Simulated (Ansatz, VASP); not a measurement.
# Two plane-wave programs on Bi

Contents of INCAR:

```
SYSTEM = Bi
ALGO = Normal
DIPOL = 0.5 0.5 0.500
EDIFF = 1E-6
ENCUT = 520
GGA = PE
IDIPOL = 3
ISIF = 2
ISMEAR = 0
LASPH = .TRUE.
LCHARG = .FALSE.
LDIPOL = .TRUE.
LREAL = .FALSE.
LWAVE = .FALSE.
NBANDS = 22
NELM = 60
PREC = Accurate
SIGMA = 0.02
```

File KPOINTS:

```
k-points
0
G
  9 9 1
  0 0 0
```

POSCAR

```
Bi
1.0
    4.4890000000      0.0000000000      0.0000000000
   -2.2445000000      3.8875880376      0.0000000000
    0.0000000000      0.0000000000     28.0000000000
Bi
2
Direct
    0.3333333333      0.6666666667      0.5264107143
    0.6666666667      0.3333333333      0.4735892857
```

Input for Ansatz:

```yaml
crystal:
  lattice:
    - [4.489, 0.0, 0.0]
    - [-2.2445, 3.8875880376, 0.0]
    - [0.0, 0.0, 28.0]
  atoms:
    - { symbol: Bi, position: [0.3333333333, 0.6666666667, 0.5264107143] }
    - { symbol: Bi, position: [0.6666666667, 0.3333333333, 0.4735892857] }
  periodic: [true, true, false]
basis:
  ecutwfc: 420
kpoints:
  mp_grid: { grid: [9, 9, 1] }
hamiltonian:
  xc: pbe
scf:
  occupations: { method: gaussian, width: 0.02 }
output:
  forces: true
  stress: true
  eigenvalues: true
```

Alike in both runs: task single point; functional PBE; k mesh 9 × 9 × 1; occupations gaussian, width 0.02 eV; no spin polarisation.

|  | VASP | Ansatz |
| --- | --- | --- |
| version | VASP 6.6.1 | Ansatz 0.2.0 |
| potentials or method | VASP PAW PBE potentials, release 64 (Bi_d), cutoff 520 eV | scalar-relativistic, plane waves, PAW |
| valence electrons in the cell | 30 | 30 |

Ansatz gave:

| Property | Result |
| --- | --- |
| rms of the force components (eV/Å) | 0.793 |

**Question.** What did VASP give for the same quantities?

**Answer.** rms of the force components (eV/Å): 0.779.

Atom by atom the forces differ by 0.014 eV/Å (rms over components). With one functional, cell and mesh, what is left measures potentials, basis and numerics.

Neither program's run includes spin-orbit coupling.
